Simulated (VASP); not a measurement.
# GaN (P6_3mc) in VASP: further runs

The runs below take GaN through single point, with r2SCAN.

All numbers are computed with VASP 6.6.1; they aren't measurements. Logs are shortened: lines on timing, memory, paths and dates and some standing lists are left out, and cuts for length are marked.

## 1. The cell of the first run

Symmetry: P6_3mc, No. 186, hexagonal system. The conventional cell has a = 3.183 Å, b = 3.183 Å, c = 5.184 Å, α = 90.00°, β = 90.00°, γ = 120.00°. Ga (site symmetry 3m) has 4 N at 1.95 Å within 2.6 Å. N (site symmetry 3m) has 4 Ga at 1.95 Å within 2.6 Å.

## 2. Single point, r2SCAN

Input file POSCAR:

```
GaN
1.0
    3.1831493761      0.0000000000      0.0000000000
   -1.5915746880      2.7566882238      0.0000000000
    0.0000000000      0.0000000000      5.1836252293
Ga N
2 2
Direct
    0.3333333333      0.6666666667     -0.0008868111
    0.6666666667      0.3333333333      0.4991131889
    0.3333333333      0.6666666667      0.3758868111
    0.6666666667      0.3333333333      0.8758868111
```

Input file INCAR.step1:

```
SYSTEM = GaN
PREC = Accurate ; ENCUT = 520
ISMEAR = 0 ; SIGMA = 0.01
LREAL = .False. ; LASPH = .True.
NELM = 80 ; NBANDS = 26
GGA = PE ; ALGO = Normal
EDIFF = 1E-4 ; LWAVE = .True.
LCHARG = .False.
```

Input file INCAR.step2:

```
SYSTEM = GaN
PREC = Accurate ; ENCUT = 520
EDIFF = 1E-6 ; ISMEAR = 0
SIGMA = 0.01 ; LREAL = .False.
LASPH = .True. ; NELM = 80
ALGO = Normal ; ISIF = 2
LWAVE = .False. ; LCHARG = .False.
METAGGA = R2SCAN ; LMIXTAU = .True.
NBANDS = 26 ; ISTART = 1
```

Input file KPOINTS:

```
regular mesh
0
Gamma
  12 12 6
  0 0 0
```

Potentials or basis: VASP PAW PBE potentials, release 64 (Ga_d, N).

The run is started by

```sh
$ cat potpaw_PBE.64/Ga_d/POTCAR potpaw_PBE.64/N/POTCAR > POTCAR
$ cp INCAR.step1 INCAR
$ mpirun -np 1 vasp_std > vasp.out
$ cp INCAR.step2 INCAR
$ mpirun -np 1 vasp_std > vasp.out
```

OUTCAR:

```text
SYSTEM = GaN
   PREC = Accurate
   ENCUT = 520
   EDIFF = 1E-6
   ISMEAR = 0
   LREAL = .False.
   LASPH = .True.
   NELM = 80
   ISIF = 2
   METAGGA = R2SCAN
   ISTART = 1

 ion  position               nearest neighbor table
   1  0.333  0.667  0.999-   4 1.95   4 1.95   4 1.95   3 1.95
   2  0.667  0.333  0.499-   3 1.95   3 1.95   3 1.95   4 1.95
   3  0.333  0.667  0.376-   2 1.95   2 1.95   2 1.95   1 1.95
   4  0.667  0.333  0.876-   1 1.95   1 1.95   1 1.95   2 1.95

  LATTYP: Found a hexagonal cell.
 ALAT       =     3.1831493761
 C/A-ratio  =     1.6284580511

  Lattice vectors:

 A1 = (   3.1831493761,   0.0000000000,   0.0000000000)
 A2 = (  -1.5915746880,   2.7566882238,   0.0000000000)
 A3 = (   0.0000000000,   0.0000000000,   5.1836252293)

Analysis of symmetry for initial positions (statically):
=====================================================================
 Subroutine PRICEL returns:
 Original cell was already a primitive cell.

 Routine SETGRP: Setting up the symmetry group for a
 hexagonal supercell.

 Subroutine GETGRP returns: Found 12 space group operations
 (whereof  6 operations were pure point group operations)
 out of a pool of 24 trial point group operations.

The static configuration has the point symmetry C_3v.
 The point group associated with its full space group is C_6v.

Analysis of symmetry for dynamics (positions and initial velocities):
=====================================================================
 Subroutine PRICEL returns:
 Original cell was already a primitive cell.

 Routine SETGRP: Setting up the symmetry group for a
 hexagonal supercell.

 Subroutine GETGRP returns: Found 12 space group operations
 (whereof  6 operations were pure point group operations)
 out of a pool of 24 trial point group operations.

The dynamic configuration has the point symmetry C_3v.
 The point group associated with its full space group is C_6v.

 Subroutine INISYM returns: Found 12 space group operations
 (whereof  6 operations are pure point group operations),
 and found     1 'primitive' translations

----------------------------------------------------------------------------------------

                                     Primitive cell

  volume of cell :      45.4861

  direct lattice vectors                    reciprocal lattice vectors
     3.183149376  0.000000000  0.000000000     0.314154280  0.181377058  0.000000000
    -1.591574688  2.756688224  0.000000000     0.000000000  0.362754116  0.000000000
     0.000000000  0.000000000  5.183625229     0.000000000  0.000000000  0.192915181

  length of vectors
     3.183149376  3.183149376  5.183625229     0.362754116  0.362754116  0.192915181

  position of ions in fractional coordinates (direct lattice)
     0.333333333  0.666666667  0.999113189
     0.666666667  0.333333333  0.499113189
     0.333333333  0.666666667  0.375886811
     0.666666667  0.333333333  0.875886811

  ion indices of the primitive-cell ions
   primitive index   ion index
                 1           1
                 2           2
                 3           3
                 4           4

----------------------------------------------------------------------------------------

 KPOINTS: regular mesh

Automatic generation of k-mesh.
 Grid dimensions read from file:
 generate k-points for:   12   12    6

 Generating k-lattice:

  Cartesian coordinates                     Fractional coordinates (reciprocal lattice)
     0.026179523  0.015114755  0.000000000     0.083333333  0.000000000  0.000000000
     0.000000000  0.030229510  0.000000000     0.000000000  0.083333333  0.000000000
     0.000000000  0.000000000  0.032152530     0.000000000  0.000000000  0.166666667

  Length of vectors
     0.030229510  0.030229510  0.032152530

  Shift w.r.t. Gamma in fractional coordinates (k-lattice)
     0.000000000  0.000000000  0.000000000

 Subroutine IBZKPT returns following result:
 ===========================================

 Found     76 irreducible k-points:

 Following reciprocal coordinates:
            Coordinates               Weight
  0.000000  0.000000  0.000000      1.000000
  0.083333  0.000000  0.000000      6.000000
  0.166667  0.000000  0.000000      6.000000
  0.250000 -0.000000  0.000000      6.000000
  0.333333  0.000000  0.000000      6.000000
  0.416667 -0.000000  0.000000      6.000000
[... 16 lines left out ...]
  0.250000 -0.000000  0.166667     12.000000
  0.333333  0.000000  0.166667     12.000000
 [... further k-points ...]
   k-points           NKPTS =     76   k-points in BZ     NKDIM =     76   number of bands    NBANDS=     26
   number of dos      NEDOS =    301   number of ions     NIONS =      4
   total plane-waves  NPLWV =  23040
   dimension x,y,z NGX =    24 NGY =   24 NGZ =   40
   dimension x,y,z NGXF=    48 NGYF=   48 NGZF=   80
   ions per type =               2   2
   NGX,Y,Z   is equivalent  to a cutoff of  12.53, 12.53, 12.83 a.u.
   NGXF,Y,Z  is equivalent  to a cutoff of  25.07, 25.07, 25.66 a.u.
 SYSTEM =  GaN
   PREC   = accura    normal or accurate (medium, high low for compatibility)
   ISTART =      1    job   : 0-new  1-cont  2-samecut
   ICHARG =      0    charge: 1-file 2-atom 10-const
   ISPIN  =      1    spin polarized calculation?
   LNONCOLLINEAR =      F non collinear calculations
   LSORBIT =      F    spin-orbit coupling
   LASPH  =      T    aspherical Exc in radial PAW
   ENCUT  =  520.0 eV  38.22 Ry    6.18 a.u.   5.92  5.92  9.64*2*pi/ulx,y,z
   NELM   =     80;   NELMIN=  2; NELMDL=  0     # of ELM steps
   EDIFF  = 0.1E-05   stopping-criterion for ELM
   LREAL  =      F    real-space projection
   EDIFFG = 0.1E-04   stopping-criterion for IOM
   NSW    =      0    number of steps for IOM
   IBRION =     -1    ionic relax: 0-MD 1-quasi-New 2-CG
   NFREE  =      0    steps in history (QN), initial steepest desc. (CG)
   ISIF   =      2    stress and relaxation
   ISYM   =      2    0-nonsym 1-usesym 2-fastsym
   POTIM  = 0.5000    time-step for ionic-motion
   TEBEG  =    0.0;   TEEND  =   0.0 temperature during run
   PSTRESS=    0.0 pullay stress
   NELECT =      36.0000    total number of electrons
   NUPDOWN=      -1.0000    fix difference up-down
   EMIN   =  10.00;   EMAX   =-10.00  energy-range for DOS
   EFERMI =   0.00;   METHOD = LEGACY
   ISMEAR =     0;   SIGMA  =   0.01  broadening in eV -4-tet -1-fermi 0-gaus
   EFERMI_NEDOS =   21; number of points for ismear=-14 and -15
   IALGO  =     38    algorithm
   IMIX   =      4    mixing-type and parameters
     AMIX     =   0.40;   BMIX     =  1.00
     AMIX_MAG =   1.60;   BMIX_MAG =  1.00
  volume/ion in A,a.u.               =      11.37        76.74
  Fermi-wavevector in a.u.,A,eV,Ry     =   1.514315  2.861641 31.200201  2.293150
  Thomas-Fermi vector in A             =   2.623989
   LORBIT       =      0    0 simple, 1 ext, 2 COOP (PROOUT), +10 PAW based schemes
   METAGGA = R2SCAN    functional components
   LHFCALC =     F    Hartree Fock is set to
   AEXX    =    0.0000 exact exchange contribution
   IVDW    =     0    specifies the selected vdW correction
   LEPSILON=     F    determine dielectric tensor
   LRPA    =     F    only Hartree local field effects (RPA)
 non-spin polarized calculation
 Gauss-broadening in eV      SIGMA  =   0.01
  energy-cutoff  :      520.00
  volume of cell :       45.49
 maximum number of plane-waves:      1248
 NGX is ok and might be reduce to    24
   NGX = 11   NGY = 11   NGZ = 19

 number of electron      35.9999993 magnetization

 Free energy of the ion-electron system (eV)
  ---------------------------------------------------
  ext. energy  EPLUGINS =         0.00000000
  ---------------------------------------------------
  free energy    TOTEN  =       -43.82089666 eV

  energy without entropy =      -43.82089666  energy(sigma->0) =      -43.82089666

 E-fermi :   5.1700     XC(G=0): -12.6636

 val. band max:        5.1012424724   @ k =   0.0000   0.0000   0.0000
 cond. band min:       7.4447599688   @ k =   0.0000   0.0000   0.0000
 fundamental gap:      2.3435174964
 Fermi energy:         5.1700302080

 k-point     1 :       0.0000    0.0000    0.0000
  band No.  band energies     occupation
      1     -11.7109      2.00000
      2     -10.7045      2.00000
      3      -8.7273      2.00000
      4      -8.7114      2.00000
      5      -8.7114      2.00000
      6      -8.6429      2.00000
[... 18 lines left out ...]
     25      17.5886      0.00000
     26      17.5887      0.00000

 k-point     2 :       0.0833    0.0000    0.0000
  band No.  band energies     occupation
      1     -11.6415      2.00000
      2     -10.6840      2.00000
      3      -8.7209      2.00000
      4      -8.7009      2.00000
      5      -8.6879      2.00000
      6      -8.6344      2.00000
[... 18 lines left out ...]
     25      17.2305      0.00000
     26      17.7548      0.00000

 k-point     3 :       0.1667    0.0000    0.0000
  band No.  band energies     occupation
      1     -11.4508      2.00000
      2     -10.6328      2.00000
      3      -8.6956      2.00000
      4      -8.6747      2.00000
      5      -8.6264      2.00000
      6      -8.5954      2.00000
[... 18 lines left out ...]
     25      17.2590      0.00000
     26      18.1399      0.00000

 k-point     4 :       0.2500   -0.0000    0.0000
  band No.  band energies     occupation
      1     -11.1921      2.00000
      2     -10.5741      2.00000
      3      -8.6679      2.00000
      4      -8.6475      2.00000
      5      -8.5747      2.00000
      6      -8.5362      2.00000
[... 18 lines left out ...]
     25      17.2872      0.00000
     26      18.6653      0.00000
[... 496 lines left out ...]
      1     -11.3792      2.00000
      2     -10.6638      2.00000
      3      -8.6904      2.00000
      4      -8.6707      2.00000
      5      -8.6262      2.00000
      6      -8.5968      2.00000
[... 18 lines left out ...]
     25      16.8675      0.00000
     26      17.9169      0.00000

 k-point    23 :       0.2500   -0.0000    0.1667
  band No.  band energies     occupation
      1     -11.1331      2.00000
      2     -10.5945      2.00000
      3      -8.6670      2.00000
      4      -8.6406      2.00000
      5      -8.5871      2.00000
      6      -8.5441      2.00000
[... 18 lines left out ...]
     25      16.9944      0.00000
     26      18.4906      0.00000

 k-point    24 :       0.3333    0.0000    0.1667
  band No.  band energies     occupation
      1     -10.9010      2.00000
      2     -10.5403      2.00000
      3      -8.6548      2.00000
      4      -8.6214      2.00000
      5      -8.5546      2.00000
      6      -8.4936      2.00000
[... 18 lines left out ...]
     25      17.2382      0.00000
     26      19.0498      0.00000

 [... further k-points ...]

------------------------ aborting loop because EDIFF is reached ----------------------------------------

  FORCE on cell =-STRESS in cart. coord.  units (eV):
  Direction    XX          YY          ZZ          XY          YZ          ZX
  --------------------------------------------------------------------------------------
  -------------------------------------------------------------------------------------
  Total        0.3154307      0.3154307      0.2815120      0.0000000      0.0000000      0.0000000
  in kB       11.1105674     11.1105674      9.9158352      0.0000000      0.0000000      0.0000000
  external PRESSURE =      10.7123233 kB  Pullay stress =       0.0000000 kB

 VOLUME and BASIS-vectors are now :
 -----------------------------------------------------------------------------
  energy-cutoff  :      520.00
  volume of cell :       45.49
      direct lattice vectors                 reciprocal lattice vectors
     3.183149376  0.000000000  0.000000000     0.314154280  0.181377058  0.000000000
    -1.591574688  2.756688224  0.000000000     0.000000000  0.362754116  0.000000000
     0.000000000  0.000000000  5.183625229     0.000000000  0.000000000  0.192915181

 POSITION                                       TOTAL-FORCE (eV/Angst)
 -----------------------------------------------------------------------------------
     -0.00000      1.83779      5.17903         0.000000      0.000000      0.004834
      1.59157      0.91890      2.58722        -0.000000     -0.000000      0.004834
     -0.00000      1.83779      1.94846         0.000000      0.000000     -0.004834
      1.59157      0.91890      4.54027         0.000000      0.000000     -0.004834
 -----------------------------------------------------------------------------------
    total drift:                                0.000002      0.000004      0.034538

  FREE ENERGIE OF THE ION-ELECTRON SYSTEM (eV)
  ---------------------------------------------------
  free  energy   TOTEN  =       -43.8208966560 eV

  energy  without entropy=      -43.8208966560  energy(sigma->0) =      -43.82089666
```

Wall time 2.3 min (1 thread of Intel Xeon Platinum 8559C (Emerald Rapids), shared host); peak memory 0.22 GiB.

What came out:

- Free energy: -43.8209 eV
- Pressure: 1.1 GPa
- Largest force: 0.005 eV/Å
- Band gap on the k mesh: 2.34 eV, direct

Forces on the atoms (eV/Å):
```
Ga   0.000  0.000  0.005
Ga   0.000  0.000  0.005
N    0.000  0.000 -0.005
N    0.000  0.000 -0.005
```

Stress tensor (GPa, compression positive):
```
1.11 0.00 0.00
0.00 1.11 0.00
0.00 0.00 0.99
```

Caveat: the PAW data sets were made with another functional, which shifts forces and pressure a little. r2SCAN opens gaps a little over a GGA but as a rule still falls short of measured ones.

## 3. Single point, r2SCAN (epitaxial xy strain +2.0%)

Input file POSCAR:

```
GaN
1.0
    3.2468123637      0.0000000000      0.0000000000
   -1.6234061818      2.8118219883      0.0000000000
    0.0000000000      0.0000000000      5.1347799085
Ga N
2 2
Direct
    0.3333333333      0.6666666667     -0.0031875569
    0.6666666667      0.3333333333      0.4968124431
    0.3333333333      0.6666666667      0.3781875569
    0.6666666667      0.3333333333      0.8781875569
```

Input file INCAR.step1:

```
  PREC = Accurate
  ENCUT = 520
  ISMEAR = 0
  SIGMA = 0.01
  LREAL = F
  LASPH = T
  NELM = 60
  NBANDS = 26
  GGA = PE
  ALGO = Normal
  EDIFF = 1E-4
  LWAVE = T
  LCHARG = F
```

Input file INCAR.step2:

```
  PREC = Accurate
  ENCUT = 520
  EDIFF = 1E-6
  ISMEAR = 0
  SIGMA = 0.01
  LREAL = F
  LASPH = T
  NELM = 60
  ALGO = Normal
  ISIF = 2
  LWAVE = F
  LCHARG = F
  METAGGA = R2SCAN
  LMIXTAU = T
  NBANDS = 26
  ISTART = 1
```

Input file KPOINTS:

```
Automatic mesh
0
Gamma
  12 12 6
```

Potentials or basis: VASP PAW PBE potentials, release 64 (Ga_d, N).

The run is started by

```sh
$ cat potpaw_PBE.64/Ga_d/POTCAR potpaw_PBE.64/N/POTCAR > POTCAR
$ cp INCAR.step1 INCAR
$ mpirun -np 1 vasp_std > vasp.out
$ cp INCAR.step2 INCAR
$ mpirun -np 1 vasp_std > vasp.out
```

It took 2.2 min on 1 thread of Intel Xeon Platinum 8559C (Emerald Rapids), shared host; peak memory 0.21 GiB.

Results (log left out):

- Free energy: -43.7828 eV
- Pressure: -4.6 GPa
- Largest force: 0.016 eV/Å
- Band gap on the k mesh: 2.09 eV, direct

Forces in eV/Å, atoms in the order of the input:
```
Ga   0.000  0.000 -0.016
Ga   0.000  0.000 -0.016
N    0.000  0.000  0.016
N    0.000  0.000  0.016
```

Stress tensor (GPa, compression positive):
```
-7.41  0.00  0.00
 0.00 -7.41  0.00
 0.00  0.00  0.90
```

Levels at points of the mesh, in eV from the valence-band top:
| k point | band 14 | band 15 | band 16 | band 17 | band 18 | band 19 | band 20 | band 21 | band 22 | band 23 |
| --- | --- | --- | --- | --- | --- | --- | --- | --- | --- | --- |
| (0.00, 0.00, 0.00) | -1.23 | -1.23 | -0.12 | -0.12 | 0.00 | 2.09 | 4.22 | 9.93 | 10.08 | 10.08 |
| (0.50, 0.00, 0.00) | -5.29 | -4.20 | -2.93 | -2.18 | -1.08 | 5.19 | 5.87 | 6.63 | 9.10 | 10.87 |
| (0.00, 0.00, 0.50) | -3.77 | -0.69 | -0.69 | -0.69 | -0.69 | 4.39 | 4.39 | 9.06 | 9.06 | 10.59 |
| (0.50, 0.00, 0.50) | -6.65 | -2.08 | -2.08 | -1.82 | -1.82 | 4.79 | 4.79 | 8.18 | 8.18 | 10.50 |

Caveat: the cell differs from its parent crystal (epitaxial xy strain +2.0%); the PAW data sets were made with another functional, which shifts forces and pressure a little.

## 4. Single point, r2SCAN (epitaxial xy strain +3.0%)

Input file POSCAR:

```
GaN
1.0
    3.2786438574      0.0000000000      0.0000000000
   -1.6393219287      2.8393888705      0.0000000000
    0.0000000000      0.0000000000      5.1107055822
Ga N
2 2
Direct
    0.3333333333      0.6666666667     -0.0042250520
    0.6666666667      0.3333333333      0.4957749480
    0.3333333333      0.6666666667      0.3792250520
    0.6666666667      0.3333333333      0.8792250520
```

Input file INCAR.step1:

```
SYSTEM = GaN
PREC = Accurate ; ENCUT = 520
ISMEAR = 0 ; SIGMA = 0.01
LREAL = .FALSE. ; LASPH = .TRUE.
NELM = 100 ; NBANDS = 26
GGA = PE ; ALGO = Normal
EDIFF = 1E-4 ; LWAVE = .TRUE.
LCHARG = .FALSE.
```

Input file INCAR.step2:

```
SYSTEM = GaN
PREC = Accurate ; ENCUT = 520
EDIFF = 1E-7 ; ISMEAR = 0
SIGMA = 0.01 ; LREAL = .FALSE.
LASPH = .TRUE. ; NELM = 100
ALGO = Normal ; ISIF = 2
LWAVE = .FALSE. ; LCHARG = .FALSE.
METAGGA = R2SCAN ; LMIXTAU = .TRUE.
NBANDS = 26 ; ISTART = 1
```

Input file KPOINTS:

```
Automatic mesh
0
G
  12 12 6
  0 0 0
```

The run is started by

```sh
$ cat potpaw_PBE.64/Ga_d/POTCAR potpaw_PBE.64/N/POTCAR > POTCAR
$ cp INCAR.step1 INCAR
$ mpirun -np 1 vasp_std > vasp.out
$ cp INCAR.step2 INCAR
$ mpirun -np 1 vasp_std > vasp.out
```

It took 2.1 min on 1 thread of Intel Xeon Platinum 8559C (Emerald Rapids), shared host; peak memory 0.22 GiB.

Results (log left out):

```yaml
Free_energy: -43.7286 eV
Pressure: -7.2 GPa
Largest_force: 0.013 eV/Å
Band_gap_on_the_k_mesh: 1.95 eV, direct
```

Forces on the atoms (eV/Å):
```
Ga   0.000  0.000 -0.013
Ga   0.000  0.000 -0.013
N    0.000  0.000  0.013
N    0.000  0.000  0.013
```

Stress tensor (GPa, compression positive):
```
-11.21   0.00   0.00
  0.00 -11.21   0.00
  0.00   0.00   0.95
```

Levels at points of the mesh, in eV from the valence-band top:
```csv
k point,band 14,band 15,band 16,band 17,band 18,band 19,band 20,band 21,band 22,band 23
"(0.00, 0.00, 0.00)",-1.32,-1.32,-0.18,-0.18,0.00,1.95,3.93,9.83,9.83,9.91
"(0.50, 0.00, 0.00)",-5.24,-4.17,-2.98,-2.16,-1.10,5.00,5.72,6.66,8.95,10.77
"(0.00, 0.00, 0.50)",-3.71,-0.76,-0.76,-0.76,-0.76,4.21,4.21,8.99,8.99,10.34
"(0.50, 0.00, 0.50)",-6.62,-2.12,-2.12,-1.76,-1.76,4.72,4.72,8.06,8.06,10.36
```

Caveat: the cell differs from its parent crystal (epitaxial xy strain +3.0%); the PAW data sets were made with another functional, which shifts forces and pressure a little.

## 5. Overview

```csv
cell,gap on the mesh (eV),pressure (GPa),largest force (eV/Å)
"a = 3.183, b = 3.183, c = 5.184 Å, angles 90.0, 90.0, 120.0°, 4 atoms",2.34,1.1,-
"a = 3.247, b = 3.247, c = 5.135 Å, angles 90.0, 90.0, 120.0°, 4 atoms",2.09,-4.6,0.02
"a = 3.279, b = 3.279, c = 5.111 Å, angles 90.0, 90.0, 120.0°, 4 atoms",1.95,-7.2,0.01
```

Alike in all rows: task single point; level r2SCAN; potentials or basis VASP PAW PBE potentials, release 64 (Ga_d, N); no spin polarisation; k mesh 12 × 12 × 6; cutoff (eV) 520; smearing gaussian 0.01 eV.

Caveats: the PAW data sets were made with another functional, which shifts forces and pressure a little.

Absolute energies hang on the potentials; compare differences alone.
